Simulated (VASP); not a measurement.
# ZnO (P6/mmm) in VASP: a series of runs, part 2 of 2

VASP 6.6.1. The steps go on from the part before.

## (3) Relaxation of cell and atoms, PBE

This run uses another cell than the first one, of 28.16 Å³/atom, 2.323 times its volume.

Input file INCAR:

```
SYSTEM = ZnO
PREC = Accurate ; ENCUT = 600
EDIFF = 1E-7 ; ISMEAR = 0
SIGMA = 0.02 ; LREAL = .False.
LASPH = .True. ; NELM = 80
ALGO = Normal ; ISIF = 3
LWAVE = .False. ; LCHARG = .False.
GGA = PE ; IBRION = 2
NSW = 100 ; EDIFFG = -0.01
```

Input file KPOINTS:

```
regular mesh
0
Gamma
  6 6 8
  0 0 0
```

Input file POSCAR:

```
ZnO
1.0
    4.3379809838      0.0000000000      0.0000000000
   -2.1689904919      3.7568017331      0.0000000000
    0.0000000000      0.0000000000      3.4556930799
Zn O
1 1
Direct
    0.0000000000      0.0000000000      0.0000000000
    0.0000000000      0.0000000000      0.5000000000
```

Potentials or basis: VASP PAW PBE potentials, release 64 (Zn, O).

The run is started by

```bash
$ cat potpaw_PBE.64/Zn/POTCAR potpaw_PBE.64/O/POTCAR > POTCAR
$ mpirun -np 1 vasp_std > vasp.out
```

OUTCAR:

```text
SYSTEM = ZnO
   PREC = Accurate
   ENCUT = 600
   EDIFF = 1E-7
   ISMEAR = 0
   LREAL = .False.
   LASPH = .True.
   NELM = 80
   ISIF = 3
   GGA = PE
   IBRION = 2
   NSW = 100
   EDIFFG = -0.01

 ion  position               nearest neighbor table
   1  0.000  0.000  0.000-   2 1.73   2 1.73
   2  0.000  0.000  0.500-   1 1.73   1 1.73

  LATTYP: Found a hexagonal cell.
 ALAT       =     4.3379809838
 C/A-ratio  =     0.7966132385

  Lattice vectors:

 A1 = (   4.3379809838,   0.0000000000,   0.0000000000)
 A2 = (  -2.1689904919,   3.7568017331,   0.0000000000)
 A3 = (   0.0000000000,   0.0000000000,   3.4556930799)

Analysis of symmetry for initial positions (statically):
=====================================================================
 Subroutine PRICEL returns:
 Original cell was already a primitive cell.

 Routine SETGRP: Setting up the symmetry group for a
 hexagonal supercell.

 Subroutine GETGRP returns: Found 24 space group operations
 (whereof 24 operations were pure point group operations)
 out of a pool of 24 trial point group operations.

The static configuration has the point symmetry D_6h.

Analysis of symmetry for dynamics (positions and initial velocities):
=====================================================================
 Subroutine PRICEL returns:
 Original cell was already a primitive cell.

 Routine SETGRP: Setting up the symmetry group for a
 hexagonal supercell.

 Subroutine GETGRP returns: Found 24 space group operations
 (whereof 24 operations were pure point group operations)
 out of a pool of 24 trial point group operations.

The dynamic configuration has the point symmetry D_6h.

 Subroutine INISYM returns: Found 24 space group operations
 (whereof 24 operations are pure point group operations),
[... 142 lines left out ...]
  ext. energy  EPLUGINS =         0.00000000
  ---------------------------------------------------
  free energy    TOTEN  =        -7.48479170 eV

  energy without entropy =       -7.48479170  energy(sigma->0) =       -7.48479170

------------------------ aborting loop because EDIFF is reached ----------------------------------------

  FORCE on cell =-STRESS in cart. coord.  units (eV):
  Direction    XX          YY          ZZ          XY          YZ          ZX
  --------------------------------------------------------------------------------------
  -------------------------------------------------------------------------------------
  Total        0.0519563      0.0519563      0.6337790     -0.0000000     -0.0000000      0.0000000
  in kB        1.4781127      1.4781127     18.0304820     -0.0000000     -0.0000000      0.0000000
  external PRESSURE =       6.9955691 kB  Pullay stress =       0.0000000 kB
[... 89 lines left out ...]
  FREE ENERGIE OF THE ION-ELECTRON SYSTEM (eV)
  ---------------------------------------------------
  free  energy   TOTEN  =        -7.4860710450 eV

  energy  without entropy=       -7.4860710450  energy(sigma->0) =       -7.48607105

[... ionic steps 4 to 11 ...]

--------------------------------------- Ionic step       12  -------------------------------------------

 number of electron      17.9999985 magnetization

------------------------ aborting loop because EDIFF is reached ----------------------------------------
[... 67 lines left out ...]
--------------------------------------- Ionic step       14  -------------------------------------------

 number of electron      17.9999985 magnetization

 Free energy of the ion-electron system (eV)
  ---------------------------------------------------
  ext. energy  EPLUGINS =         0.00000000
  ---------------------------------------------------
  free energy    TOTEN  =        -7.49207094 eV

  energy without entropy =       -7.49207094  energy(sigma->0) =       -7.49207094

 E-fermi :  -3.2673     XC(G=0):  -5.7752

 val. band max:       -3.3534834366   @ k =   0.0000   0.0000   0.5000
 cond. band min:      -1.6923588637   @ k =   0.0000   0.0000   0.0000
 fundamental gap:      1.6611245729
 Fermi energy:        -3.2672941912

 k-point     1 :       0.0000    0.0000    0.0000
  band No.  band energies     occupation
      1     -20.4526      2.00000
      2      -8.9267      2.00000
      3      -8.9267      2.00000
      4      -8.8160      2.00000
      5      -8.8160      2.00000
      6      -8.3053      2.00000
      7      -6.6216      2.00000
      8      -4.7752      2.00000
      9      -4.7752      2.00000
     10      -1.6924      0.00000
     11       5.5019      0.00000
     12       5.6260      0.00000
     13       5.6260      0.00000
[... 354 lines left out ...]
  band No.  band energies     occupation
      1     -19.8431      2.00000
      2     -10.9369      2.00000
      3      -9.3009      2.00000
      4      -9.2898      2.00000
      5      -8.9182      2.00000
      6      -8.9093      2.00000
      7      -6.3153      2.00000
      8      -3.7210      2.00000
      9      -3.6028      2.00000
     10       1.4930      0.00000
     11       3.3397      0.00000
     12       3.7913      0.00000
     13       5.3532      0.00000

 [... further k-points ...]
[... 5 lines left out ...]
  --------------------------------------------------------------------------------------
  -------------------------------------------------------------------------------------
  Total        0.0032862      0.0032862      0.0016784      0.0000000      0.0000000      0.0000000
  in kB        0.0771462      0.0771462      0.0394029      0.0000000      0.0000000      0.0000000
  external PRESSURE =       0.0645651 kB  Pullay stress =       0.0000000 kB
[... 17 lines left out ...]
  FREE ENERGIE OF THE ION-ELECTRON SYSTEM (eV)
  ---------------------------------------------------
  free  energy   TOTEN  =        -7.4920709363 eV

  energy  without entropy=       -7.4920709363  energy(sigma->0) =       -7.49207094

 reached required accuracy - stopping structural energy minimisation
```

OSZICAR:

```text
N       E                     dE             d eps       ncg     rms          rms(c)
DAV:   1     0.115591554460E+03    0.11559E+03   -0.98253E+03   910   0.163E+03
DAV:   2     0.212852589674E+01   -0.11346E+03   -0.10441E+03  1070   0.304E+02
DAV:   3    -0.101989324084E+02   -0.12327E+02   -0.12281E+02  1040   0.102E+02
[... 154 lines left out ...]
DAV:   6    -0.749207202653E+01   -0.55601E-05   -0.40767E-05  1136   0.977E-02    0.160E-02
DAV:   7    -0.749207052777E+01    0.14988E-05   -0.11993E-05  1076   0.378E-02    0.194E-03
DAV:   8    -0.749207064353E+01   -0.11576E-06   -0.12565E-06   910   0.128E-02    0.223E-03
DAV:   9    -0.749207092294E+01   -0.27942E-06   -0.17478E-07   867   0.778E-03    0.450E-04
DAV:  10    -0.749207093630E+01   -0.13360E-07   -0.18373E-08   495   0.135E-03
  14 F= -.74920709E+01 E0= -.74920709E+01  d E =-.122553E-04
```

It took 2.7 min on 1 thread of Intel Xeon Platinum 8488C (Sapphire Rapids), shared host; peak memory 0.2 GiB.

Results:

| Item | Value |
| --- | --- |
| Free energy | -7.4921 eV |
| Relaxed volume | 34.12 Å³/atom |
| Relaxed cell | a = 4.764 Å, b = 4.764 Å, c = 3.472 Å, α = 90.00°, β = 90.00°, γ = 120.00° |
| Space group after relaxing (to 0.05 Å) | P6/mmm (No. 191) |
| Energy gained by relaxing | 3.6 meV/atom |
| Ionic steps | 14 |
| Pressure after relaxing | 0.0 GPa |
| Band gap on the k mesh | 1.66 eV, indirect (least direct gap 3.08 eV) |

Step by step:
| step | energy change (eV) | largest force (eV/Å) | pressure (GPa) | volume (Å³) |
| --- | --- | --- | --- | --- |
| 1 | 0.0000 | 0.0000 | 0.70 | 56.32 |
| 2 | 0.0083 | 0.0000 | -1.47 | 57.32 |
| 3 | -0.0013 | 0.0000 | 0.10 | 56.58 |
| 4 | -0.0013 | 0.0000 | 0.10 | 56.58 |
| 5 | -0.0014 | 0.0000 | 0.10 | 56.71 |
| 6 | -0.0018 | 0.0000 | 0.09 | 57.10 |
| 7 | -0.0025 | 0.0000 | 0.08 | 57.89 |
| 8 | -0.0037 | 0.0000 | 0.07 | 59.49 |
| 9 | -0.0057 | 0.0000 | 0.04 | 62.75 |
| 10 | -0.0072 | 0.0000 | -0.07 | 69.55 |
| 11 | -0.0072 | 0.0000 | -0.03 | 67.65 |
| 12 | -0.0073 | 0.0000 | -0.04 | 68.25 |
| 13 | 0.0253 | 0.0000 | 2.59 | 68.21 |
| 14 | -0.0073 | 0.0000 | 0.01 | 68.25 |

Final structure:
```
Zn O
1.0
     4.76408    0.00000    0.00000
    -2.38204    4.12582    0.00000
     0.00000    0.00000    3.47213
Zn O
1 1
Direct
  0.00000 0.00000 0.00000
  0.00000 0.00000 0.50000
```

Caveat: the volume moved by over 15 % at a fixed basis, so the end points are rough.

## (4) Relaxation of cell and atoms, PBE

This run uses another cell than the first one, of 36.46 Å³/atom, 3.008 times its volume.

Input file INCAR:

```
PREC = Accurate
ENCUT = 600
EDIFF = 1E-6
ISMEAR = 0
SIGMA = 0.02
LREAL = False
LASPH = True
NELM = 100
ALGO = Normal
ISIF = 3
LWAVE = False
LCHARG = False
GGA = PE
IBRION = 2
NSW = 100
EDIFFG = -0.01
```

Input file KPOINTS:

```
regular mesh
0
Gamma
  6 6 8
```

Input file POSCAR:

```
ZnO
1.0
    4.9340758593      0.0000000000      0.0000000000
   -2.4670379297      4.2730350384      0.0000000000
    0.0000000000      0.0000000000      3.4589743663
Zn O
1 1
Direct
    0.0000000000      0.0000000000      0.0000000000
    0.0000000000      0.0000000000      0.5000000000
```

The run is started by

```bash
$ cat potpaw_PBE.64/Zn/POTCAR potpaw_PBE.64/O/POTCAR > POTCAR
$ mpirun -np 1 vasp_std > vasp.out
```

Run time: 59 s. Hardware: 1 thread of Intel Xeon Platinum 8488C (Sapphire Rapids), shared host; peak memory 0.22 GiB.

It converged, with:

```yaml
Free_energy: -7.5003 eV
Relaxed_volume: 36.59 Å³/atom
Relaxed_cell: a = 4.933 Å, b = 4.933 Å, c = 3.472 Å, α = 90.00°, β = 90.00°, γ = 120.00°
Space_group_after_relaxing_to_0.05_Å: P6/mmm (No. 191)
Energy_gained_by_relaxing: 0.6 meV/atom
Ionic_steps: 4
Pressure_after_relaxing: 0.0 GPa
Band_gap_on_the_k_mesh: 1.77 eV, indirect (least direct gap 3.20 eV)
```

Step by step:
```tsv
step	energy change (eV)	largest force (eV/Å)	pressure (GPa)	volume (Å³)
1	0.0000	0.0000	0.40	72.93
2	0.0077	0.0000	-1.20	73.89
3	-0.0012	0.0000	-0.05	73.18
4	-0.0012	0.0000	-0.01	73.18
```

Final structure:
```cif
data_structure
_symmetry_space_group_name_H-M 'P 1'
_symmetry_Int_Tables_number 1
_cell_length_a 4.9332
_cell_length_b 4.9332
_cell_length_c 3.4721
_cell_angle_alpha 90.000
_cell_angle_beta 90.000
_cell_angle_gamma 120.000
_cell_volume 73.18
loop_
_atom_site_label
_atom_site_type_symbol
_atom_site_fract_x
_atom_site_fract_y
_atom_site_fract_z
_atom_site_occupancy
Zn1 Zn 0.00000 0.00000 0.00000 1
O1 O 0.00000 0.00000 0.50000 1
```

Levels at points of the mesh, in eV from the valence-band top:
```tsv
k point	band 5	band 6	band 7	band 8	band 9	band 10	band 11	band 12	band 13
(0.00, 0.00, 0.00)	-5.44	-4.92	-3.25	-1.44	-1.44	1.77	8.53	8.68	8.68
(0.50, 0.00, 0.00)	-5.44	-4.87	-3.24	-1.73	-1.50	3.06	4.94	7.66	7.81
(0.00, 0.00, 0.50)	-5.54	-5.54	-3.02	0.00	0.00	5.81	6.77	7.23	7.23
(0.50, 0.00, 0.50)	-5.54	-5.53	-2.88	-0.11	-0.02	4.87	6.67	7.24	9.07
```

A k mesh can miss the band edges.

## (5) Single point, PBE

This run uses another cell than the first one, of 28.16 Å³/atom, 2.323 times its volume.

Input file INCAR:

```
SYSTEM = ZnO
PREC = Accurate ; ENCUT = 520
EDIFF = 1E-6 ; ISMEAR = 0
SIGMA = 0.1 ; LREAL = .False.
LASPH = .True. ; NELM = 80
ALGO = Normal ; ISIF = 2
LWAVE = .False. ; LCHARG = .True.
GGA = PE ; LELF = .True.
LVHAR = .True. ; NBANDS = 16
```

Input file KPOINTS:

```
regular mesh
0
Gamma
  6 6 6
  0 0 0
```

Input file POSCAR:

```
ZnO
1.0
    4.3379794093      0.0000000000      0.0000000000
   -2.1689897046      3.7568003695      0.0000000000
    0.0000000000      0.0000000000      3.4556933879
Zn O
1 1
Direct
    0.0000000000      0.0000000000      0.0000000000
    0.0000000000      0.0000000000      0.5000000000
```

The run is started by

```bash
$ cat potpaw_PBE.64/Zn/POTCAR potpaw_PBE.64/O/POTCAR > POTCAR
$ mpirun -np 1 vasp_std > vasp.out
```

It took 8.9 s on 1 thread of Intel Xeon 6975P-C (Granite Rapids), shared host; peak memory 0.17 GiB.

Results (log left out):

| Property | Result |
| --- | --- |
| Free energy | -7.4824 eV |
| Pressure | 0.8 GPa |
| Band gap on the k mesh | 1.38 eV, indirect (least direct gap 2.78 eV) |

Stress tensor (GPa, compression positive):
```
0.22 0.00 0.00
0.00 0.22 0.00
0.00 0.00 1.92
```

Levels at points of the mesh, in eV from the valence-band top:
```tsv
k point	band 7	band 8	band 9	band 10	band 11	band 12
(0.00, 0.00, 0.00)	-3.37	-1.40	-1.40	1.38	9.82	9.95
(0.50, 0.00, 0.00)	-3.35	-2.02	-1.52	3.30	5.02	8.53
(0.00, 0.00, 0.50)	-3.29	0.00	0.00	5.62	6.76	8.20
(0.50, 0.00, 0.50)	-2.90	-0.27	-0.05	4.32	7.22	7.48
```

A k mesh can miss the band edges. As with any semilocal functional, this PBE gap is likely too small.

## (6) The runs side by side

```tsv
task	spin	cell	k mesh	cutoff (eV)	smearing	gap on the mesh (eV)	pressure (GPa)	relaxed volume (Å³/atom)
single point	collinear, ferromagnetic start	a = 2.849, b = 2.849, c = 3.449 Å, angles 90.0, 90.0, 120.0°, 2 atoms	6 × 6 × 6	520	gaussian 0.1 eV	none	18.6	-
relaxation of cell and atoms	off	relaxed from a = 4.338, b = 4.338, c = 3.456 Å, angles 90.0, 90.0, 120.0°, 2 atoms	6 × 6 × 8	600	gaussian 0.02 eV	1.66	0.0	34.12
relaxation of cell and atoms	off	relaxed from a = 4.934, b = 4.934, c = 3.459 Å, angles 90.0, 90.0, 120.0°, 2 atoms	6 × 6 × 8	600	gaussian 0.02 eV	1.77	0.0	36.59
single point	off	a = 4.338, b = 4.338, c = 3.456 Å, angles 90.0, 90.0, 120.0°, 2 atoms	6 × 6 × 6	520	gaussian 0.1 eV	1.38	0.8	-
```

Alike in all rows: level PBE; potentials or basis VASP PAW PBE potentials, release 64 (Zn, O).

Caveats: some runs use coarse meshes; the volume moved by over 15 % at a fixed basis, so the end points are rough (some runs).

Total energies depend on the potentials used, so only differences within one code and one set of settings carry meaning.
